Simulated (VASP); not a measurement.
# Co (P6_3/mmc) in VASP: further runs, part 2 of 2

VASP 6.6.1. The steps go on from the part before.

## (3) Single point, r2SCAN, collinear spin, ferromagnetic start (11.06 Å³/atom)

This run uses another cell than the first one, of 11.06 Å³/atom.

File POSCAR:

```
Co
1.0
    2.5037757975      0.0000000000      0.0000000000
   -1.2518878988      2.1683334460      0.0000000000
    0.0000000000      0.0000000000      4.0729339693
Co
2
Direct
    0.3333333333      0.6666666667      0.2500000000
    0.6666666667      0.3333333333      0.7500000000
```

File INCAR.step1:

```
SYSTEM = Co
PREC = Accurate
ENCUT = 520
ISMEAR = 0
SIGMA = 0.05
LREAL = .False.
LASPH = .True.
NELM = 150
ISPIN = 2
MAGMOM = 2.1 2.1
LMAXMIX = 4
NBANDS = 20
GGA = PE
ALGO = Normal
EDIFF = 1E-4
LWAVE = .True.
LCHARG = .False.
```

File INCAR.step2:

```
SYSTEM = Co
PREC = Accurate
ENCUT = 520
EDIFF = 1E-6
ISMEAR = 0
SIGMA = 0.05
LREAL = .False.
LASPH = .True.
NELM = 150
ALGO = Normal
ISIF = 2
LWAVE = .False.
LCHARG = .False.
ISPIN = 2
MAGMOM = 2.1 2.1
LORBIT = 11
LMAXMIX = 4
METAGGA = R2SCAN
LMIXTAU = .True.
NBANDS = 20
ISTART = 1
```

File KPOINTS:

```
regular mesh
0
Gamma
  20 20 12
  0 0 0
```

Potentials or basis: VASP PAW PBE potentials, release 64 (Co).

Command:

```console
$ cat potpaw_PBE.64/Co/POTCAR > POTCAR
$ cp INCAR.step1 INCAR
$ mpirun -np 1 vasp_std > vasp.out
$ cp INCAR.step2 INCAR
$ mpirun -np 1 vasp_std > vasp.out
```

OUTCAR:

```text
SYSTEM = Co
   PREC = Accurate
   ENCUT = 520
   EDIFF = 1E-6
   ISMEAR = 0
   LREAL = .False.
   LASPH = .True.
   NELM = 150
   ISIF = 2
   ISPIN = 2
   LORBIT = 11
   METAGGA = R2SCAN
   ISTART = 1

 ion  position               nearest neighbor table
   1  0.333  0.667  0.250-   2 2.50   2 2.50   2 2.50   2 2.50   2 2.50   2 2.50
   2  0.667  0.333  0.750-   1 2.50   1 2.50   1 2.50   1 2.50   1 2.50   1 2.50

  LATTYP: Found a hexagonal cell.
 ALAT       =     2.5037757975
 C/A-ratio  =     1.6267167265

  Lattice vectors:

 A1 = (   2.5037757975,   0.0000000000,   0.0000000000)
 A2 = (  -1.2518878988,   2.1683334460,   0.0000000000)
 A3 = (   0.0000000000,   0.0000000000,   4.0729339693)

Analysis of symmetry for initial positions (statically):
=====================================================================
 Subroutine PRICEL returns:
 Original cell was already a primitive cell.

 Routine SETGRP: Setting up the symmetry group for a
 hexagonal supercell.

 Subroutine GETGRP returns: Found 24 space group operations
 (whereof 12 operations were pure point group operations)
 out of a pool of 24 trial point group operations.
[... 747 lines left out ...]
  band No.  band energies     occupation
      1       0.2331      1.00000
      2       5.5671      1.00000
      3       9.1223      1.00000
      4       9.2244      1.00000
      5       9.2292      1.00000
      6       9.2292      1.00000
[... 541 lines left out ...]
     19      35.4352      0.00000
     20      36.5493      0.00000

 [... further k-points ...]
[... 5 lines left out ...]
  --------------------------------------------------------------------------------------
  -------------------------------------------------------------------------------------
  Total       -1.1491798     -1.1491798     -1.1776975      0.0000000      0.0000000     -0.0000000
  in kB      -83.2663835    -83.2663835    -85.3326982      0.0000000      0.0000000     -0.0000000
  external PRESSURE =     -83.9551551 kB  Pullay stress =       0.0000000 kB

 VOLUME and BASIS-vectors are now :
 -----------------------------------------------------------------------------
  energy-cutoff  :      520.00
  volume of cell :       22.11
      direct lattice vectors                 reciprocal lattice vectors
     2.503775797  0.000000000  0.000000000     0.399396783  0.230591840  0.000000000
    -1.251887899  2.168333446  0.000000000     0.000000000  0.461183681  0.000000000
     0.000000000  0.000000000  4.072933969     0.000000000  0.000000000  0.245523254

 POSITION                                       TOTAL-FORCE (eV/Angst)
 -----------------------------------------------------------------------------------
     -0.00000      1.44556      1.01823        -0.000000      0.000000      0.000000
      1.25189      0.72278      3.05470         0.000000     -0.000000      0.000000
 -----------------------------------------------------------------------------------
    total drift:                                0.000000     -0.000000     -0.000000

  FREE ENERGIE OF THE ION-ELECTRON SYSTEM (eV)
  ---------------------------------------------------
  free  energy   TOTEN  =       -26.3910638571 eV

  energy  without entropy=      -26.3891807944  energy(sigma->0) =      -26.39012233

 total charge

# of ion       s       p       d       tot
------------------------------------------
    1        0.503   0.544   7.210   8.258
    2        0.503   0.544   7.210   8.258
--------------------------------------------------
tot          1.005   1.089  14.421  16.515

 magnetization (x)

# of ion       s       p       d       tot
------------------------------------------
    1       -0.012  -0.084   1.936   1.840
    2       -0.012  -0.084   1.936   1.840
--------------------------------------------------
tot         -0.024  -0.168   3.871   3.679
```

OUTCAR.step1:

```text
SYSTEM = Co
   PREC = Accurate
   ENCUT = 520
   ISMEAR = 0
   LREAL = .False.
   LASPH = .True.
[... 1351 lines left out ...]
     -0.00000      1.44556      1.01823         0.000000     -0.000000      0.000000
      1.25189      0.72278      3.05470        -0.000000      0.000000      0.000000
 -----------------------------------------------------------------------------------
    total drift:                                0.000000     -0.000000     -0.000000

  FREE ENERGIE OF THE ION-ELECTRON SYSTEM (eV)
  ---------------------------------------------------
  free  energy   TOTEN  =       -14.0656194305 eV

  energy  without entropy=      -14.0629692848  energy(sigma->0) =      -14.06429436
```

OSZICAR.step1:

```text
N       E                     dE             d eps       ncg     rms          rms(c)
DAV:   1     0.857818085403E+02    0.85782E+02   -0.80328E+03 25848   0.119E+03
DAV:   2    -0.115588789453E+02   -0.97341E+02   -0.87639E+02 24948   0.216E+02
DAV:   3    -0.160597156197E+02   -0.45008E+01   -0.43114E+01 28088   0.565E+01
DAV:   4    -0.161276566782E+02   -0.67941E-01   -0.67894E-01 30024   0.612E+00
DAV:   5    -0.161296691145E+02   -0.20124E-02   -0.20123E-02 28664   0.100E+00    0.147E+01
DAV:   6    -0.145193429016E+02    0.16103E+01   -0.77079E+00 27864   0.563E+01    0.702E+00
DAV:   7    -0.140999156929E+02    0.41943E+00   -0.12096E+00 28584   0.205E+01    0.378E+00
DAV:   8    -0.140804179692E+02    0.19498E-01   -0.15289E-02 32420   0.117E+00    0.164E+00
DAV:   9    -0.140662815611E+02    0.14136E-01   -0.28795E-03 39692   0.962E-01    0.416E-01
DAV:  10    -0.140656450078E+02    0.63655E-03   -0.65998E-04 31484   0.302E-01    0.638E-02
DAV:  11    -0.140656194305E+02    0.25577E-04   -0.35585E-05 14816   0.877E-02
   1 F= -.14065619E+02 E0= -.14064294E+02  d E =-.265015E-02  mag=     3.2217
```

Run time: 9.5 min. Hardware: 1 thread of Oxide Virtual Turin-like, shared host; peak memory 0.26 GiB.

What came out:

| Property | Result |
| --- | --- |
| Free energy | -26.3911 eV |
| Pressure | -8.4 GPa |
| Net moment | 3.54 μB per cell |
| Site moments | Co +1.84 μB |
| Valence electrons inside the program's atomic spheres | Co 8.26 |

Stress tensor (GPa, compression positive):
```
-8.33  0.00  0.00
 0.00 -8.33  0.00
 0.00  0.00 -8.53
```

Levels at points of the mesh, in eV from the Fermi level:
Spin up:
```tsv
k point	band 9	band 10	band 11	band 12	band 13	band 14
(0.00, 0.00, 0.00)	-2.74	-1.70	-1.70	-0.29	5.90	22.59
(0.50, 0.00, 0.00)	-1.50	-1.39	0.82	2.94	9.57	10.30
(0.00, 0.00, 0.50)	-2.00	-2.00	-2.00	-2.00	14.89	14.89
(0.50, 0.00, 0.50)	-1.45	-1.45	1.39	1.39	6.95	6.95
```
Spin down:
```tsv
k point	band 4	band 5	band 6	band 7	band 8	band 9	band 10	band 11
(0.00, 0.00, 0.00)	-0.84	-0.84	-0.84	-0.47	-0.47	0.03	0.03	1.26
(0.50, 0.00, 0.00)	-2.28	-1.02	-0.95	-0.60	1.37	1.51	1.53	2.54
(0.00, 0.00, 0.50)	-1.60	-0.89	-0.89	-0.89	-0.89	0.91	0.91	0.91
(0.50, 0.00, 0.50)	-2.45	0.01	0.01	0.12	0.12	1.47	1.47	2.11
```

Caveat: the cell stands under tension; the PAW data sets were made with another functional, which shifts forces and pressure a little.
